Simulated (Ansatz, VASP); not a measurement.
## Two plane-wave programs on TiO2

File INCAR:

```
PREC = Accurate
ENCUT = 600
EDIFF = 1E-6
ISMEAR = 0
SIGMA = 0.05
LREAL = F
LASPH = T
NELM = 120
ALGO = Normal
ISIF = 2
LWAVE = F
LCHARG = F
GGA = PE
IVDW = 12
NBANDS = 60
GGA_COMPAT = F
```

File KPOINTS:

```
Automatic mesh
0
Gamma
  9 6 3
```

File POSCAR:

```
TiO2
1.0
    1.4862023626     -2.5741780023      0.0000000000
    1.4862023626     -0.8580593341     -4.8692577686
    9.1649145693      5.0053461157     -0.8115429614
Ti O
4 8
Direct
    0.0000000000     -0.1583416667      0.9500500000
    0.5000000000     -0.0333416667      0.2000500000
    0.0000000000     -0.0750083333      0.4500500000
    0.5000000000     -0.1166750000      0.7000500000
    0.9006209969      0.1820657564      0.1001534995
    0.4006209968      0.1403990897      0.3501534995
    0.9006209969      0.0987324230      0.6001534995
    0.4006209969      0.0570657564      0.8501534995
    0.5993790032      0.7929175770      0.0499465005
    0.0993790032      0.7512509103      0.2999465005
    0.5993790032      0.7095842436      0.5499465005
    0.0993790032      0.6679175770      0.7999465005
```

Input for Ansatz:

```yaml
crystal:
  lattice:
    - [1.4862023626, -2.5741780023, 0.0]
    - [1.4862023626, -0.8580593341, -4.8692577686]
    - [9.1649145693, 5.0053461157, -0.8115429614]
  atoms:
    - { symbol: Ti, position: [0.0, -0.1583416667, 0.95005] }
    - { symbol: Ti, position: [0.5, -0.0333416667, 0.20005] }
    - { symbol: Ti, position: [0.0, -0.0750083333, 0.45005] }
    - { symbol: Ti, position: [0.5, -0.116675, 0.70005] }
    - { symbol: O, position: [0.9006209969, 0.1820657564, 0.1001534995] }
    - { symbol: O, position: [0.4006209968, 0.1403990897, 0.3501534995] }
    - { symbol: O, position: [0.9006209969, 0.098732423, 0.6001534995] }
    - { symbol: O, position: [0.4006209969, 0.0570657564, 0.8501534995] }
    - { symbol: O, position: [0.5993790032, 0.792917577, 0.0499465005] }
    - { symbol: O, position: [0.0993790032, 0.7512509103, 0.2999465005] }
    - { symbol: O, position: [0.5993790032, 0.7095842436, 0.5499465005] }
    - { symbol: O, position: [0.0993790032, 0.667917577, 0.7999465005] }
basis:
  ecutwfc: 520.0
kpoints:
  mp_grid: { grid: [9, 6, 3] }
hamiltonian:
  xc: pbe
  pseudopotentials: { kind: paw, azcp: { folder: soft_1 } }
  dispersion: d3bj
scf:
  occupations: { method: gaussian, width: 0.05 }
output:
  forces: true
  stress: true
  eigenvalues: true
```

Alike in both runs: task single point; functional PBE; dispersion D3(BJ); k mesh 9 × 6 × 3; occupations gaussian, width 0.05 eV; no spin polarisation.

|  | VASP | Ansatz |
| --- | --- | --- |
| version | VASP 6.6.1 | Ansatz 0.2.0 |
| potentials or method | VASP PAW PBE potentials, release 64 (Ti_sv, O), cutoff 600 eV | scalar-relativistic, plane waves, PAW |
| valence electrons in the cell | 96 | 96 |

```tsv
	VASP	Ansatz	Ansatz less VASP
gap on the k mesh at the Fermi level (eV)	2.19	2.22	+0.030
least direct gap on the mesh (eV)	2.28	2.30	+0.029
pressure (GPa)	5.7	5.2	-0.54
traceless stress, the component that is largest in VASP (GPa)	8.30	7.79	-0.516
rms of the force components (eV/Å)	2.047	1.983	-0.0645
```

Atom by atom the forces differ by 0.077 eV/Å (rms over components).
